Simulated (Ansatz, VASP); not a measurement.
This is a calculation of SrO for VASP 6.6.1.

Contents of INCAR:

```
  PREC = Accurate
  ENCUT = 600
  EDIFF = 1E-6
  ISMEAR = 1
  SIGMA = 0.1
  LREAL = F
  LASPH = T
  NELM = 120
  ALGO = Normal
  ISIF = 2
  LWAVE = F
  LCHARG = T
  GGA = LIBXC
  LIBXC1 = GGA_X_B88
  LIBXC2 = GGA_C_PBE
  LELF = T
  LVHAR = T
  NBANDS = 15
  GGA_COMPAT = F
```

File KPOINTS:

```
regular mesh
0
Gamma
  9 9 9
```

POSCAR

```
SrO
1.0
    0.0000000000      2.5832958595      2.5832958595
    2.5832958595      0.0000000000      2.5832958595
    2.5832958595      2.5832958595      0.0000000000
Sr O
1 1
Direct
    0.5000000000      0.5000000000      0.5000000000
    0.0000000000      0.0000000000      0.0000000000
```

Potentials or basis: VASP PAW PBE potentials, release 64 (Sr_sv, O).

Run with:

```bash
$ cat potpaw_PBE.64/Sr_sv/POTCAR potpaw_PBE.64/O/POTCAR > POTCAR
$ mpirun -np 1 vasp_std > vasp.out
```

**Question.** Set up the same calculation for Ansatz 0.2.0. Potentials there: Ansatz PAW.

**Answer.** As run (the cutoff follows the program's own potentials):

Contents of input.yaml:

```yaml
crystal:
  lattice:
    - [0.0, 2.5832958595, 2.5832958595]
    - [2.5832958595, 0.0, 2.5832958595]
    - [2.5832958595, 2.5832958595, 0.0]
  atoms:
    - { symbol: Sr, position: [0.5, 0.5, 0.5] }
    - { symbol: O, position: [0.0, 0.0, 0.0] }
hamiltonian:
  xc: { exchange: b88, correlation: pbe }
  pseudopotentials: { kind: paw, core: large }
kpoints:
  mp_grid: { grid: [9, 9, 9] }
scf:
  occupations: { method: methfessel_paxton, width: 0.1 }
output:
  forces: true
  stress: true
  eigenvalues: true
```

Potentials or basis: Ansatz PAW.

Launch:

```sh
$ ansatz run input.yaml --threads 1 --pin off --max-ram 2560MiB --backend cpu --events-out ev --progress --plain --runs-dir out
```

Both were run:

|  | VASP | Ansatz | Ansatz less VASP |
| --- | --- | --- | --- |
| gap on the k mesh at the Fermi level (eV) | 3.36 | 3.41 | +0.044 |
| least direct gap on the mesh (eV) | 3.47 | 3.50 | +0.034 |
| pressure (GPa) | 1.7 | 1.3 | -0.46 |

VASP's potentials were made for PBE, not for b88 exchange, pbe correlation. The functional is the same, so the differences come from potentials, cutoffs and numerics.

Noted on Ansatz's run: odd divisions of the mesh miss points on the zone boundary, where band edges often lie, so the gap on the mesh can be too wide.
